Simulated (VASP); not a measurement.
Here is a VASP 6.6.1 calculation.

File INCAR:

```
ALGO = Normal ; EDIFF = 1E-6
EDIFFG = -0.005 ; ENCUT = 600
GGA = PS ; IBRION = 2
ISIF = 3 ; ISMEAR = -1
LASPH = True ; LCHARG = False
LREAL = False ; LWAVE = False
NELM = 100 ; NSW = 80
PREC = Accurate ; SIGMA = 0.02
```

The input KPOINTS:

```
k-points
0
Gamma
  6 6 6
```

POSCAR

```
LiNbO3
1.0
    2.6115006886      1.5077506256      4.5982845460
   -2.6115006886      1.5077506256      4.5982845460
    0.0000000000     -3.0155012511      4.5982845460
Li Nb O
2 2 6
Direct
    0.2500000000      0.2500000000      0.2500000000
    0.7500000000      0.7500000000      0.7500000000
    0.5000000000      0.5000000000      0.5000000000
    0.0000000000      0.0000000000      0.0000000000
    0.1303704215      0.3696295785      0.7500000000
    0.3696295785      0.7500000000      0.1303704215
    0.8696295785      0.6303704215      0.2500000000
    0.2500000000      0.8696295785      0.6303704215
    0.6303704215      0.2500000000      0.8696295785
    0.7500000000      0.1303704215      0.3696295785
```

Potentials or basis: VASP PAW PBE potentials, release 64 (Li_sv, Nb_sv, O).

Launch:

```sh
$ cat potpaw_PBE.64/Li_sv/POTCAR potpaw_PBE.64/Nb_sv/POTCAR potpaw_PBE.64/O/POTCAR > POTCAR
$ mpirun -np 1 vasp_std > vasp.out
```

Problem. What does it give for the relaxed volume?

Solution. 10.56 Å³/atom.

Problem. Predict the band gap on the k mesh.

Solution. 2.54 eV (least direct gap 2.65 eV).

The path:
```tsv
step	energy change (eV)	largest force (eV/Å)	pressure (GPa)	volume (Å³)
1	0.0000	0.1850	-5.65	108.63
2	0.0229	0.3322	7.39	102.72
3	-0.0523	0.0395	-0.10	105.89
4	-0.0523	0.0443	0.02	105.83
5	-0.0531	0.0325	0.03	105.76
6	-0.0535	0.0117	0.06	105.62
7	-0.0535	0.0158	0.05	105.65
8	-0.0536	0.0040	-0.11	105.70
9	-0.0536	0.0022	-0.12	105.70
10	-0.0537	0.0023	-0.05	105.64
```

Caveat: the cutoff is under 1.25 times the usual one of these potentials, so pressure, stress and relaxed cells hold a basis-set (Pulay) error; the PAW data sets were made with another functional, which shifts forces and pressure a little. A k mesh can miss the band edges.
